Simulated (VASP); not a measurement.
# Si (Fd-3m) in VASP: a series of runs

Si is run at these levels: PBE+D3(BJ); tasks: single point, relaxation of cell and atoms.

Everything below comes from runs of VASP 6.6.1. Logs are shortened: lines on timing, memory, paths and dates and some standing lists are left out, and cuts for length are marked.

### Step 1. The cell of the first run

Symmetry: Fd-3m, No. 227, cubic system. Conventional cell: a = 5.421 Å, b = 5.421 Å, c = 5.421 Å, α = 90.00°, β = 90.00°, γ = 90.00°. Si (site symmetry -43m) has 4 Si at 2.35 Å within 3.1 Å.

### Step 2. Single point, PBE+D3(BJ)

INCAR reads:

```
SYSTEM = Si
ALGO = Normal
EDIFF = 1E-6
ENCUT = 520
GGA = PE
ISIF = 2
ISMEAR = 0
IVDW = 12
LASPH = .True.
LCHARG = .False.
LREAL = .False.
LWAVE = .False.
NBANDS = 11
NELM = 80
PREC = Accurate
SIGMA = 0.02
```

KPOINTS reads:

```
k-points
0
Gamma
  10 10 10
  0 0 0
```

POSCAR reads:

```
Si
1.0
    0.0000000000      2.7104758875      2.7104758875
    2.7104758875      0.0000000000      2.7104758875
    2.7104758875      2.7104758875      0.0000000000
Si
2
Direct
    0.7500000000      0.7500000000      0.7500000000
    0.5000000000      0.5000000000      0.5000000000
```

Potentials or basis: VASP PAW PBE potentials, release 64 (Si).

Run with:

```
$ cat potpaw_PBE.64/Si/POTCAR > POTCAR
$ mpirun -np 1 vasp_std > vasp.out
```

OUTCAR:

```text
SYSTEM = Si
   EDIFF = 1E-6
   ENCUT = 520
   GGA = PE
   ISIF = 2
   ISMEAR = 0
   IVDW = 12
   LASPH = .True.
   LREAL = .False.
   NELM = 80
   PREC = Accurate
 IVDW          = 12

 ion  position               nearest neighbor table
   1  0.750  0.750  0.750-   2 2.35   2 2.35   2 2.35   2 2.35
   2  0.500  0.500  0.500-   1 2.35   1 2.35   1 2.35   1 2.35

  LATTYP: Found a face centered cubic cell.
 ALAT       =     5.4209517750

  Lattice vectors:

 A1 = (   0.0000000000,   2.7104758875,   2.7104758875)
 A2 = (   2.7104758875,   0.0000000000,   2.7104758875)
 A3 = (   2.7104758875,   2.7104758875,   0.0000000000)

Analysis of symmetry for initial positions (statically):
=====================================================================
 Subroutine PRICEL returns:
 Original cell was already a primitive cell.

 Routine SETGRP: Setting up the symmetry group for a
 face centered cubic supercell.

 Subroutine GETGRP returns: Found 48 space group operations
 (whereof 24 operations were pure point group operations)
 out of a pool of 48 trial point group operations.

The static configuration has the point symmetry T_d .
 The point group associated with its full space group is O_h .

Analysis of symmetry for dynamics (positions and initial velocities):
=====================================================================
 Subroutine PRICEL returns:
 Original cell was already a primitive cell.

 Routine SETGRP: Setting up the symmetry group for a
 face centered cubic supercell.

 Subroutine GETGRP returns: Found 48 space group operations
 (whereof 24 operations were pure point group operations)
 out of a pool of 48 trial point group operations.

The dynamic configuration has the point symmetry T_d .
 The point group associated with its full space group is O_h .

 Subroutine INISYM returns: Found 48 space group operations
 (whereof 24 operations are pure point group operations),
 and found     1 'primitive' translations

----------------------------------------------------------------------------------------

                                     Primitive cell

  volume of cell :      39.8260

  direct lattice vectors                    reciprocal lattice vectors
     0.000000000  2.710475887  2.710475887    -0.184469451  0.184469451  0.184469451
     2.710475887  0.000000000  2.710475887     0.184469451 -0.184469451  0.184469451
     2.710475887  2.710475887  0.000000000     0.184469451  0.184469451 -0.184469451

  length of vectors
     3.833191761  3.833191761  3.833191761     0.319510462  0.319510462  0.319510462

  position of ions in fractional coordinates (direct lattice)
     0.750000000  0.750000000  0.750000000
     0.500000000  0.500000000  0.500000000

  ion indices of the primitive-cell ions
   primitive index   ion index
                 1           1
                 2           2

----------------------------------------------------------------------------------------

 KPOINTS: k-points

Automatic generation of k-mesh.
 Grid dimensions read from file:
 generate k-points for:   10   10   10

 Generating k-lattice:

  Cartesian coordinates                     Fractional coordinates (reciprocal lattice)
    -0.018446945  0.018446945  0.018446945     0.100000000  0.000000000  0.000000000
     0.018446945 -0.018446945  0.018446945     0.000000000  0.100000000  0.000000000
     0.018446945  0.018446945 -0.018446945     0.000000000  0.000000000  0.100000000

  Length of vectors
     0.031951046  0.031951046  0.031951046

  Shift w.r.t. Gamma in fractional coordinates (k-lattice)
     0.000000000  0.000000000  0.000000000

 Subroutine IBZKPT returns following result:
 ===========================================

 Found     47 irreducible k-points:

 Following reciprocal coordinates:
            Coordinates               Weight
  0.000000  0.000000  0.000000      1.000000
  0.100000  0.000000  0.000000      8.000000
  0.200000  0.000000  0.000000      8.000000
  0.300000  0.000000  0.000000      8.000000
  0.400000  0.000000  0.000000      8.000000
  0.500000  0.000000  0.000000      4.000000
[... 16 lines left out ...]
  0.300000  0.300000  0.000000      6.000000
  0.400000  0.300000  0.000000     24.000000
 [... further k-points ...]
   k-points           NKPTS =     47   k-points in BZ     NKDIM =     47   number of bands    NBANDS=     11
   number of dos      NEDOS =    301   number of ions     NIONS =      2
   total plane-waves  NPLWV =  27000
   dimension x,y,z NGX =    30 NGY =   30 NGZ =   30
   dimension x,y,z NGXF=    60 NGYF=   60 NGZF=   60
   ions per type =               2
   NGX,Y,Z   is equivalent  to a cutoff of  13.01, 13.01, 13.01 a.u.
   NGXF,Y,Z  is equivalent  to a cutoff of  26.02, 26.02, 26.02 a.u.
 SYSTEM =  Si
   PREC   = accura    normal or accurate (medium, high low for compatibility)
   ISTART =      0    job   : 0-new  1-cont  2-samecut
   ICHARG =      2    charge: 1-file 2-atom 10-const
   ISPIN  =      1    spin polarized calculation?
   LNONCOLLINEAR =      F non collinear calculations
   LSORBIT =      F    spin-orbit coupling
   LASPH  =      T    aspherical Exc in radial PAW
   ENCUT  =  520.0 eV  38.22 Ry    6.18 a.u.   7.13  7.13  7.13*2*pi/ulx,y,z
   NELM   =     80;   NELMIN=  2; NELMDL= -5     # of ELM steps
   EDIFF  = 0.1E-05   stopping-criterion for ELM
   LREAL  =      F    real-space projection
[... 7 lines left out ...]
   TEBEG  =    0.0;   TEEND  =   0.0 temperature during run
   PSTRESS=    0.0 pullay stress
   NELECT =       8.0000    total number of electrons
   NUPDOWN=      -1.0000    fix difference up-down
   EMIN   =  10.00;   EMAX   =-10.00  energy-range for DOS
   EFERMI =   0.00;   METHOD = LEGACY
   ISMEAR =     0;   SIGMA  =   0.02  broadening in eV -4-tet -1-fermi 0-gaus
   EFERMI_NEDOS =   21; number of points for ismear=-14 and -15
   IALGO  =     38    algorithm
   IMIX   =      4    mixing-type and parameters
     AMIX     =   0.40;   BMIX     =  1.00
     AMIX_MAG =   1.60;   BMIX_MAG =  1.00
  volume/ion in A,a.u.               =      19.91       134.38
  Fermi-wavevector in a.u.,A,eV,Ry     =   0.958773  1.811819 12.507105  0.919246
  Thomas-Fermi vector in A             =   2.087910
   LORBIT       =      0    0 simple, 1 ext, 2 COOP (PROOUT), +10 PAW based schemes
   GGA     = PE    functional components
   LHFCALC =     F    Hartree Fock is set to
   AEXX    =    0.0000 exact exchange contribution
   IVDW    =    12    specifies the selected vdW correction
   LEPSILON=     F    determine dielectric tensor
   LRPA    =     F    only Hartree local field effects (RPA)
 non-spin polarized calculation
 Gauss-broadening in eV      SIGMA  =   0.02
  energy-cutoff  :      520.00
  volume of cell :       39.83
 maximum number of plane-waves:      1090
 NGX is ok and might be reduce to    30
   NGX = 15   NGY = 15   NGZ = 15

 number of electron       8.0000000 magnetization

 Free energy of the ion-electron system (eV)
  ---------------------------------------------------
  ext. energy  EPLUGINS =         0.00000000
  ---------------------------------------------------
  free energy    TOTEN  =       -10.84116864 eV

  energy without entropy =      -10.84116864  energy(sigma->0) =      -10.84116864

 E-fermi :   6.0279     XC(G=0):  -9.4303

 val. band max:        5.8804578221   @ k =   0.0000   0.0000   0.0000
 cond. band min:       6.4527658927   @ k =   0.4000   0.4000   0.0000
 fundamental gap:      0.5723080706
 Fermi energy:         6.0279272232

 k-point     1 :       0.0000    0.0000    0.0000
  band No.  band energies     occupation
      1      -6.1141      2.00000
      2       5.8805      2.00000
      3       5.8805      2.00000
      4       5.8805      2.00000
      5       8.4485      0.00000
      6       8.4485      0.00000
      7       8.4485      0.00000
      8       9.3166      0.00000
      9      13.6033      0.00000
     10      13.6033      0.00000
     11      13.8615      0.00000

 k-point     2 :       0.1000    0.0000    0.0000
  band No.  band energies     occupation
      1      -5.9825      2.00000
      2       4.7360      2.00000
      3       5.6813      2.00000
      4       5.6813      2.00000
      5       8.4706      0.00000
      6       8.7420      0.00000
      7       8.7420      0.00000
      8      10.2263      0.00000
      9      13.2455      0.00000
     10      13.2455      0.00000
     11      14.4015      0.00000

 k-point     3 :       0.2000    0.0000    0.0000
  band No.  band energies     occupation
      1      -5.5942      2.00000
      2       2.8682      2.00000
      3       5.2993      2.00000
      4       5.2993      2.00000
      5       8.1220      0.00000
      6       9.2511      0.00000
      7       9.2511      0.00000
      8      11.9846      0.00000
      9      12.9307      0.00000
     10      12.9307      0.00000
     11      15.0520      0.00000

 k-point     4 :       0.3000    0.0000    0.0000
  band No.  band energies     occupation
      1      -4.9756      2.00000
      2       1.0751      2.00000
      3       4.9635      2.00000
      4       4.9635      2.00000
      5       7.7614      0.00000
      6       9.4178      0.00000
      7       9.4178      0.00000
      8      13.4810      0.00000
      9      13.4810      0.00000
     10      13.5549      0.00000
     11      14.8224      0.00000

 k-point     5 :       0.4000    0.0000    0.0000
  band No.  band energies     occupation
      1      -4.2241      2.00000
      2      -0.4081      2.00000
      3       4.7508      2.00000
      4       4.7508      2.00000
      5       7.5222      0.00000
      6       9.2960      0.00000
      7       9.2960      0.00000
      8      13.7322      0.00000
      9      14.8799      0.00000
     10      14.8799      0.00000
     11      16.0310      0.00000
[... 211 lines left out ...]
 k-point    21 :      -0.3000    0.2000    0.0000
  band No.  band energies     occupation
      1      -4.0366      2.00000
      2       0.1566      2.00000
      3       2.4130      2.00000
      4       4.5603      2.00000
      5       8.3436      0.00000
      6      10.4209      0.00000
      7      10.5066      0.00000
      8      12.6265      0.00000
      9      12.7019      0.00000
     10      15.4711      0.00000
     11      17.8282      0.00000

 k-point    22 :      -0.2000    0.2000    0.0000
  band No.  band energies     occupation
      1      -4.7586      2.00000
      2       1.4016      2.00000
      3       2.8662      2.00000
      4       5.0332      2.00000
      5       8.7877      0.00000
      6       9.8843      0.00000
      7      10.2024      0.00000
      8      11.6488      0.00000
      9      11.9919      0.00000
     10      16.6385      0.00000
     11      16.7186      0.00000

 k-point    23 :       0.3000    0.3000    0.0000
  band No.  band energies     occupation
      1      -4.5574      2.00000
      2       1.4661      2.00000
      3       3.6421      2.00000
      4       3.6421      2.00000
      5       6.7370      0.00000
      6       8.2897      0.00000
      7      12.5552      0.00000
      8      12.5552      0.00000
      9      15.0724      0.00000
     10      15.3489      0.00000
     11      18.3976      0.00000

 k-point    24 :       0.4000    0.3000    0.0000
  band No.  band energies     occupation
      1      -3.9415      2.00000
      2       0.4560      2.00000
      3       3.0121      2.00000
      4       3.4366      2.00000
      5       6.9249      0.00000
      6       8.1205      0.00000
      7      12.8642      0.00000
      8      12.9721      0.00000
      9      16.3675      0.00000
     10      16.7180      0.00000
     11      18.0798      0.00000

 [... further k-points ...]

------------------------ aborting loop because EDIFF is reached ----------------------------------------

 Edisp (eV)   -0.63168

 E8    (eV) :    -0.2619

  FORCE on cell =-STRESS in cart. coord.  units (eV):
  Direction    XX          YY          ZZ          XY          YZ          ZX
  --------------------------------------------------------------------------------------
  -------------------------------------------------------------------------------------
  Total      -0.01243    -0.01243    -0.01243     0.00000     0.00000    -0.00000
  in kB      -0.50012    -0.50012    -0.50012     0.00000     0.00000    -0.00000
  external pressure =       -0.50 kB  Pullay stress =        0.00 kB

 VOLUME and BASIS-vectors are now :
 -----------------------------------------------------------------------------
  energy-cutoff  :      520.00
  volume of cell :       39.83
      direct lattice vectors                 reciprocal lattice vectors
     0.000000000  2.710475887  2.710475887    -0.184469451  0.184469451  0.184469451
     2.710475887  0.000000000  2.710475887     0.184469451 -0.184469451  0.184469451
     2.710475887  2.710475887  0.000000000     0.184469451  0.184469451 -0.184469451

 POSITION                                       TOTAL-FORCE (eV/Angst)
 -----------------------------------------------------------------------------------
      4.06571      4.06571      4.06571         0.000000     -0.000000      0.000000
      2.71048      2.71048      2.71048         0.000000      0.000000     -0.000000
 -----------------------------------------------------------------------------------
    total drift:                               -0.000000     -0.000000     -0.000000

  FREE ENERGIE OF THE ION-ELECTRON SYSTEM (eV)
  ---------------------------------------------------
  free  energy   TOTEN  =       -11.4728517880 eV

  energy  without entropy=      -11.4728517880  energy(sigma->0) =      -11.47285179
```

Run time: 24 s. Hardware: 1 thread of Intel Xeon Platinum 8488C (Sapphire Rapids), shared host; peak memory 0.17 GiB.

What came out:

```
Free energy                : -11.4729 eV
Pressure                   : -0.1 GPa
Band gap on the k mesh     : 0.57 eV (least direct gap 2.57 eV)
Dispersion energy per atom : -0.316 eV
```

Levels at points of the mesh, in eV from the valence-band top:
```
           k point  band 1  band 2  band 3  band 4  band 5  band 6  band 7  band 8  band 9
(0.00, 0.00, 0.00)  -11.99    0.00    0.00    0.00    2.57    2.57    2.57    3.44    7.72
(0.50, 0.00, 0.00)   -9.65   -6.99   -1.20   -1.20    1.56    3.34    3.34    7.74   10.56
(0.50, 0.50, 0.00)   -7.83   -7.83   -2.86   -2.86    0.70    0.70   10.16   10.16   10.99
```

A k mesh can miss the band edges.

(Continued in part 2 of 2.)
